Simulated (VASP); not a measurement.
**Sr: relaxation of cell and atoms with PBE**

The system is Sr.

```
Sr
1.0
     0.00000    2.27526    2.27526
     2.27526    0.00000    2.27526
     2.27526    2.27526    0.00000
Sr
1
Direct
  0.00000 0.00000 0.00000
```

```yaml
Program: VASP 6.6.1
Task: relaxation of cell and atoms
Functional: PBE
Potentials_or_basis: VASP PAW PBE potentials, release 64 (Sr_sv)
Cutoff: 600 eV
k_mesh: 15 × 15 × 15
Occupations: fermi-dirac, width 0.05 eV
Spin: no spin polarisation
Target_pressure: 33 GPa
Dipole_correction: no
Further_INCAR_settings: ALGO = Normal; EDIFF = 1e-06; IBRION = 2; EDIFFG = -0.005; NSW = 60; ISIF = 3
```

The pressure after relaxing is 33.0 GPa and the band gap on the k mesh is zero (band 5 reaches 5.96 eV, above the bottom of band 6 at 4.50 eV).

Final structure:
```xyz
1
Lattice="0.0000 2.2753 2.2753 2.2753 0.0000 2.2753 2.2753 2.2753 0.0000" Properties=species:S:1:pos:R:3 pbc="T T T"
Sr    0.0000    0.0000    0.0000
```

Levels at points of the mesh, in eV from the Fermi level:
```csv
k point,band 3,band 4,band 5,band 6,band 7,band 8
"(0.00, 0.00, 0.00)",-16.47,-16.47,-3.78,3.27,3.27,3.27
```

Run time: 14 s on 1 thread of Intel(R) Xeon(R) 6975P-C (Granite Rapids) (shared host), peak memory 0.18 GiB.

Caveat: the relaxation stopped at its first step, so nothing moved; the cell is relaxed towards a set pressure, so the enthalpy falls and the energy may rise.
